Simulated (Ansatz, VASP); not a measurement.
## Pb: VASP beside Ansatz

```
Pb
1.0
     0.00000    2.47502    2.47502
     2.47502    0.00000    2.47502
     2.47502    2.47502    0.00000
Pb
1
Direct
  0.00000 0.00000 0.00000
```

Alike in both runs: task relaxation of cell and atoms; functional r2SCAN; dispersion rVV10; k mesh 14 × 14 × 14; occupations gaussian, width 0.1 eV; no spin polarisation.

|  | VASP | Ansatz |
| --- | --- | --- |
| version | VASP 6.6.1 | Ansatz 0.2.0 |
| potentials or method | VASP PAW PBE potentials, release 64 (Pb_d), cutoff 600 eV | scalar-relativistic, plane waves, PAW |
| valence electrons in the cell | 14 | 14 |

|  | VASP | Ansatz | Ansatz less VASP |
| --- | --- | --- | --- |
| gap on the k mesh at the Fermi level, each at its own relaxed structure (eV) | none | none | - |
| relaxed volume (Å³/atom) | 30.59 | 30.45 | -0.139 |
| relaxed cell length with the largest relative difference (Å) | 3.511 | 3.505 | -0.0053 |

VASP's potentials were made for PBE, not for r2SCAN. A gap of «none» marks a metal or a gap that the smearing closes.

Spin-orbit coupling is off throughout.
